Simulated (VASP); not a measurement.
# Te (P3_221) in VASP: electric field gradients with PBE

Aim: the electric field gradients of Te with PBE.

Everything below comes from runs of VASP 6.6.1. Logs are shortened: lines on timing, memory, paths and dates and some standing lists are left out, and cuts for length are marked.

### Step 1. The cell of the first run

The structure is trigonal, space group P3_221 (No. 154). The conventional cell has a = 4.447 Å, b = 4.447 Å, c = 5.915 Å, α = 90.00°, β = 90.00°, γ = 120.00°. Te (site symmetry 2) has 6 Te at 2.86 to 3.46 Å within 3.8 Å.

### Step 2. Electric field gradients, PBE

INCAR reads:

```
SYSTEM = Te
ALGO = Normal
EDIFF = 1E-8
ENCUT = 520
GGA = PE
ISIF = 2
ISMEAR = -1
LASPH = .True.
LCHARG = .False.
LEFG = .True.
LREAL = .False.
LWAVE = .False.
NBANDS = 16
NELM = 80
PREC = Accurate
SIGMA = 0.05
```

KPOINTS reads:

```
k-points
0
Gamma
  10 10 6
  0 0 0
```

POSCAR reads:

```
Te
1.0
    4.4469268669      0.0000000000      0.0000000000
   -2.2234634334      3.8511516355      0.0000000000
    0.0000000000      0.0000000000      5.9149200000
Te
3
Direct
    0.2690000000      0.0000000000      0.1666666667
    0.0000000000      0.2690000000      0.8333333333
    0.7310000000      0.7310000000      0.5000000000
```

Potentials or basis: VASP PAW PBE potentials, release 64 (Te).

Command:

```bash
> cat potpaw_PBE.64/Te/POTCAR > POTCAR
> mpirun -np 1 vasp_std > vasp.out
```

OUTCAR:

```text
SYSTEM = Te
   EDIFF = 1E-8
   ENCUT = 520
   GGA = PE
   ISIF = 2
   ISMEAR = -1
   LASPH = .True.
   LREAL = .False.
   NELM = 80
   PREC = Accurate

 ion  position               nearest neighbor table
   1  0.269  0.000  0.167-   3 2.86   2 2.86   3 3.46   3 3.46   2 3.46   2 3.46
   2  0.000  0.269  0.833-   3 2.86   1 2.86   3 3.46   3 3.46   1 3.46   1 3.46
   3  0.731  0.731  0.500-   2 2.86   1 2.86   2 3.46   1 3.46   1 3.46   2 3.46

  LATTYP: Found a hexagonal cell.
 ALAT       =     4.4469268669
 C/A-ratio  =     1.3301140714

  Lattice vectors:

 A1 = (   4.4469268669,   0.0000000000,   0.0000000000)
 A2 = (  -2.2234634334,   3.8511516355,   0.0000000000)
 A3 = (   0.0000000000,   0.0000000000,   5.9149200000)

Analysis of symmetry for initial positions (statically):
=====================================================================
 Subroutine PRICEL returns:
 Original cell was already a primitive cell.

 Routine SETGRP: Setting up the symmetry group for a
 hexagonal supercell.

 Subroutine GETGRP returns: Found  6 space group operations
 (whereof  2 operations were pure point group operations)
 out of a pool of 24 trial point group operations.

The static configuration has the point symmetry C_2 .
 The point group associated with its full space group is D_3 .

Analysis of symmetry for dynamics (positions and initial velocities):
=====================================================================
 Subroutine PRICEL returns:
 Original cell was already a primitive cell.

 Routine SETGRP: Setting up the symmetry group for a
 hexagonal supercell.

 Subroutine GETGRP returns: Found  6 space group operations
 (whereof  2 operations were pure point group operations)
 out of a pool of 24 trial point group operations.

The dynamic configuration has the point symmetry C_2 .
 The point group associated with its full space group is D_3 .

 Subroutine INISYM returns: Found  6 space group operations
 (whereof  2 operations are pure point group operations),
 and found     1 'primitive' translations

----------------------------------------------------------------------------------------

                                     Primitive cell

  volume of cell :     101.2977

[... 126 lines left out ...]
   NGX = 17   NGY = 17   NGZ = 21

 number of electron      17.9999999 magnetization

 Free energy of the ion-electron system (eV)
  ---------------------------------------------------
  ext. energy  EPLUGINS =         0.00000000
  ---------------------------------------------------
  free energy    TOTEN  =        -9.41360668 eV

  energy without entropy =       -9.41347741  energy(sigma->0) =       -9.41354204

 E-fermi :   6.2063     XC(G=0):  -9.0922

 val. band max:        5.9457772894   @ k =   0.4000   0.2000   0.5000
 cond. band min:       6.4835684806   @ k =   0.0000   0.0000   0.5000
 fundamental gap:      0.5377911912
 Fermi energy:         6.2063447616

 k-point     1 :       0.0000    0.0000    0.0000
  band No.  band energies     occupation
      1      -7.6385      2.00000
      2      -4.3131      2.00000
      3      -4.3131      2.00000
      4       2.9363      2.00000
      5       3.2603      2.00000
      6       3.2603      2.00000
[... 433 lines left out ...]
      3      -4.0574      2.00000
      4       1.0368      2.00000
      5       1.3612      2.00000
      6       2.3238      2.00000
[... 8 lines left out ...]
     15      14.2016      0.00000
     16      14.7749      0.00000

 [... further k-points ...]
[... 5 lines left out ...]
  --------------------------------------------------------------------------------------
  -------------------------------------------------------------------------------------
  Total        0.9508728      0.9508728      1.3050568      0.0000000     -0.0000000     -0.0000000
  in kB       15.0395050     15.0395050     20.6414649      0.0000000     -0.0000000     -0.0000000
  external PRESSURE =      16.9068250 kB  Pullay stress =       0.0000000 kB

 VOLUME and BASIS-vectors are now :
 -----------------------------------------------------------------------------
  energy-cutoff  :      520.00
  volume of cell :      101.30
      direct lattice vectors                 reciprocal lattice vectors
     4.446926867  0.000000000  0.000000000     0.224874398  0.129831294  0.000000000
    -2.223463433  3.851151635  0.000000000     0.000000000  0.259662588  0.000000000
     0.000000000  0.000000000  5.914920000     0.000000000  0.000000000  0.169063994

 POSITION                                       TOTAL-FORCE (eV/Angst)
 -----------------------------------------------------------------------------------
      1.19622      0.00000      0.98582         0.187112      0.000000     -0.000000
     -0.59811      1.03596      4.92910        -0.093556      0.162044      0.000000
      1.62535      2.81519      2.95746        -0.093556     -0.162044      0.000000
 -----------------------------------------------------------------------------------
    total drift:                               -0.000000      0.000000      0.000000

  FREE ENERGIE OF THE ION-ELECTRON SYSTEM (eV)
  ---------------------------------------------------
  free  energy   TOTEN  =        -9.4136066753 eV

  energy  without entropy=       -9.4134774080  energy(sigma->0) =       -9.41354204

 Electric field gradients (V/A^2)
---------------------------------------------------------------------
 ion       V_xx      V_yy      V_zz      V_xy      V_xz      V_yz
---------------------------------------------------------------------
   1     179.496  -371.540   192.045     0.000    -0.000  -333.092
   2    -233.781    41.737   192.045  -238.605   288.466   166.546
   3    -233.781    41.737   192.044   238.606  -288.466   166.546
---------------------------------------------------------------------

 Electric field gradients after diagonalization (V/A^2)
 (convention: |V_zz| > |V_xx| > |V_yy|)
----------------------------------------------------------------------
 ion       V_xx      V_yy      V_zz     asymmetry (V_yy - V_xx)/ V_zz
----------------------------------------------------------------------
   1     346.552   179.496  -526.047       0.318
   2     346.552   179.496  -526.047       0.318
   3     346.552   179.496  -526.047       0.318
----------------------------------------------------------------------

           NMR quadrupolar parameters

 Cq : quadrupolar parameter    Cq=e*Q*V_zz/h
 eta: asymmetry parameters     (V_yy - V_xx)/ V_zz
 Q  : nuclear electric quadrupole moment in mb (millibarn)
----------------------------------------------------------------------
 ion       Cq(MHz)       eta       Q (mb)
----------------------------------------------------------------------
   1      -1.272       0.318       1.000
   2      -1.272       0.318       1.000
   3      -1.272       0.318       1.000
----------------------------------------------------------------------
```

Run time: 2.8 min. Hardware: 1 thread of Oxide Virtual Turin-like, shared host; peak memory 0.24 GiB.

Results:

```yaml
Free_energy: -9.4136 eV
Pressure: 1.7 GPa
Largest_force: 0.187 eV/Å
Band_gap_on_the_k_mesh: 0.54 eV (least direct gap 0.62 eV)
Largest_electric_field_gradient_by_atom: Te -526.0 V/Å²
```

Forces in eV/Å, atoms in the order of the input:
```
Te   0.187  0.000  0.000
Te  -0.094  0.162  0.000
Te  -0.094 -0.162  0.000
```

Levels at points of the mesh, in eV from the valence-band top:
| k point | band 7 | band 8 | band 9 | band 10 | band 11 | band 12 |
| --- | --- | --- | --- | --- | --- | --- |
| (0.00, 0.00, 0.00) | -1.62 | -1.62 | -0.79 | 1.08 | 1.08 | 1.68 |
| (0.50, 0.00, 0.00) | -3.47 | -0.97 | -0.75 | 0.92 | 0.98 | 2.99 |
| (0.00, 0.00, 0.50) | -1.27 | -0.97 | -0.97 | 0.54 | 0.56 | 0.56 |
| (0.50, 0.00, 0.50) | -2.41 | -2.07 | -0.13 | 0.81 | 2.03 | 2.64 |

Electric field gradients, principal values (V/Å²):
```
atom    least   middle  greatest (by size)
1 Te  179.496  346.552            -526.047
2 Te  179.496  346.552            -526.047
3 Te  179.496  346.552            -526.047
```

Caveat: semilocal functionals underestimate gaps, and a narrow one can read as zero; without QUAD_EFG the Cq values of the log hold for a quadrupole moment of 1 mb, not for the nuclei; spin-orbit coupling is left out, which moves the levels of the heavy elements.
